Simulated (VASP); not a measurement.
Be: single point with PBE

Crystal: Be.

```
Be
1.0
     2.17286    0.00000    0.00000
     0.00000    2.17286    0.00000
     0.00000    0.00000    2.17286
Be
1
Direct
  0.00000 0.00000 0.00000
```

This isn't the form of Be at room conditions, which is hcp.

```json
{
  "Program": "VASP 6.6.1",
  "Task": "single point",
  "Functional": "PBE",
  "Potentials or basis": "VASP PAW PBE potentials, release 64 (Be)",
  "Cutoff": "520 eV",
  "k mesh": "7 × 7 × 7",
  "Occupations": "fermi-dirac, width 0.1 eV",
  "Spin": "no spin polarisation",
  "Dipole correction": "no",
  "Further INCAR settings": "ALGO = Normal; EDIFF = 1e-07; NBANDS = 7"
}
```

* Pressure: -0.1 GPa
* Band gap on the k mesh: zero (bands 1 and 2 overlap by 4.18 eV)

Levels at points of the mesh, in eV from the Fermi level:
| k point | band 1 | band 2 | band 3 | band 4 | band 5 | band 6 |
| --- | --- | --- | --- | --- | --- | --- |
| (0.00, 0.00, 0.00) | -9.55 | 13.67 | 13.67 | 13.67 | 19.34 | 19.34 |

Wall time 2.5 s on 1 thread of Intel Xeon 8259CL (shared host), peak memory 0.1 GiB.

Caveat: the k points lie up to 0.41 Å⁻¹ apart, too coarse for converged energies and pressures of a metal.
